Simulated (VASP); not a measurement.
Input of a VASP 6.6.1 run:

Contents of POSCAR:

```
Al
1.0
   -1.6062062050      1.6062062050      1.6062062050
    1.6062062050     -1.6062062050      1.6062062050
    1.6062062050      1.6062062050     -1.6062062050
Al
1
Direct
    0.0000000000      0.0000000000      0.0000000000
```

INCAR.step1

```
PREC = Accurate ; ENCUT = 520
EDIFF = 1E-5 ; ISMEAR = -1
SIGMA = 0.05 ; LREAL = False
LASPH = True ; NELM = 80
ALGO = Normal ; ISIF = 2
LWAVE = True ; LCHARG = False
NBANDS = 8 ; GGA = PE
```

INCAR.step2

```
PREC = Accurate ; ENCUT = 520
EDIFF = 1E-6 ; ISMEAR = -1
SIGMA = 0.05 ; LREAL = False
LASPH = True ; NELM = 80
ALGO = Normal ; ISIF = 2
LWAVE = False ; LCHARG = False
GGA = PS ; LHFCALC = True
AEXX = 0.25 ; HFSCREEN = 0.207
PRECFOCK = Normal ; NBANDS = 8
ISTART = 1
```

File KPOINTS:

```
Automatic mesh
0
Gamma
  6 6 6
```

Potentials or basis: VASP PAW PBE potentials, release 64 (Al).

Command:

```console
$ cat potpaw_PBE.64/Al/POTCAR > POTCAR
$ cp INCAR.step1 INCAR
$ mpirun -np 1 vasp_std > vasp.out
$ cp INCAR.step2 INCAR
$ mpirun -np 1 vasp_std > vasp.out
```

(1) What does it give for the pressure?

## Answers

(1) 0.1 GPa.

Caveat: the k points lie up to 0.46 Å⁻¹ apart; the PAW data sets were made with another functional, which shifts forces and pressure a little.
